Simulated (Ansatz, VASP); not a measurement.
Sb in VASP and in Ansatz

```
Sb
1.0
     0.00000    1.86040    1.86040
     1.86040    0.00000    1.86040
     1.86040    1.86040    0.00000
Sb
1
Cartesian
  0.0000 0.0000 0.0000
```

Change from the starting cell: volume scaled by 0.5, LAPW.

Alike in both runs: task single point; functional LDA; k mesh 15 × 15 × 15; occupations fermi-dirac, width 0.1 eV; no spin polarisation.

|  | VASP | Ansatz |
| --- | --- | --- |
| version | VASP 6.6.1 | Ansatz 0.2.0 |
| potentials or method | VASP PAW LDA potentials, release 64 (Sb), cutoff 520 eV | all-electron LAPW, scalar-relativistic |

Ansatz gave:

```
pressure (GPa) : 238.0
```

What did VASP give for the same quantities?

Pressure (GPa): 249.1.

LDA's correlation is that of Perdew and Zunger in VASP and of Perdew and Wang (1992) in Ansatz. Both programs put the cell under a high pressure, so it lies far from rest at this level. Ansatz ran all-electron here, and VASP with PAW potentials.

Neither program's run includes spin-orbit coupling. Noted on VASP's run: the cell as given lies far from equilibrium.
